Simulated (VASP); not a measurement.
Input of a VASP 6.6.1 run:

The input INCAR:

```
SYSTEM = Pb
  ALGO = Normal
  EDIFF = 1E-6
  ENCUT = 520
  GGA = PS
  ISIF = 2
  ISMEAR = -1
  LASPH = .True.
  LCHARG = .False.
  LREAL = .False.
  LWAVE = .False.
  NBANDS = 36
  NELM = 80
  PREC = Accurate
  SIGMA = 0.05
```

Contents of KPOINTS:

```
k-points
0
Gamma
  9 9 3
  0 0 0
```

POSCAR

```
Pb
1.0
    3.4777417577      0.0000000000      0.0000000000
   -1.7388708789      3.0118127099      0.0000000000
    0.0000000000      0.0000000000     11.4157486703
Pb
4
Direct
    0.6666666667      0.3333333333      0.7500000000
    0.0000000000      0.0000000000      0.5000000000
    0.3333333333      0.6666666667      0.2500000000
    0.0000000000      0.0000000000      0.0000000000
```

Potentials or basis: VASP PAW PBE potentials, release 64 (Pb_d).

Run with:

```console
$ cat potpaw_PBE.64/Pb_d/POTCAR > POTCAR
$ mpirun -np 1 vasp_std > vasp.out
```

(1) Predict the band gap on the k mesh.

(2) Estimate the pressure.

Answers

(1) zero (band 28 reaches 13.07 eV, above the bottom of band 29 at 5.14 eV).

(2) -0.1 GPa.

Caveat: the PAW data sets were made with another functional, which shifts forces and pressure a little; spin-orbit coupling is left out, which moves the levels of the heavy elements.
